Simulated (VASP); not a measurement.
A run of VASP 6.6.1:

File POSCAR:

```
BN
1.0
    2.5039917043      0.0000000000      0.0000000000
   -1.2519958522      2.1685204268      0.0000000000
    0.0000000000      0.0000000000      6.6612000000
B N
2 2
Direct
    0.3333333333      0.6666666667      0.2500000000
    0.6666666667      0.3333333333      0.7500000000
    0.3640916325      0.6820458162      0.7500000000
    0.6666666667      0.3333333333      0.2500000000
```

Contents of INCAR.step1:

```
PREC = Accurate ; ENCUT = 520
ISMEAR = 0 ; SIGMA = 0.05
LREAL = False ; LASPH = True
NELM = 80 ; NBANDS = 16
GGA = PE ; ALGO = Normal
EDIFF = 1E-4 ; LWAVE = True
LCHARG = False
```

The input INCAR.step2:

```
PREC = Accurate ; ENCUT = 520
EDIFF = 1E-7 ; ISMEAR = 0
SIGMA = 0.05 ; LREAL = False
LASPH = True ; NELM = 80
ALGO = Normal ; ISIF = 2
LWAVE = False ; LCHARG = True
METAGGA = R2SCAN ; LMIXTAU = True
LELF = True ; LVHAR = True
NBANDS = 16 ; ISTART = 1
```

File KPOINTS:

```
Automatic mesh
0
Gamma
  12 12 4
```

Potentials or basis: VASP PAW PBE potentials, release 64 (B, N).

Run with:

```sh
$ cat potpaw_PBE.64/B/POTCAR potpaw_PBE.64/N/POTCAR > POTCAR
$ cp INCAR.step1 INCAR
$ mpirun -np 1 vasp_std > vasp.out
$ cp INCAR.step2 INCAR
$ mpirun -np 1 vasp_std > vasp.out
```

Hardware: 1 thread of Intel(R) Xeon(R) Platinum 8488C (Sapphire Rapids), on a shared host.

Task: How long does it take, and how much memory?

Result: It took 2.8 min on 1 thread of Intel(R) Xeon(R) Platinum 8488C (Sapphire Rapids), with other jobs on the host, peak memory 0.19 GiB. Counts: k points 129.
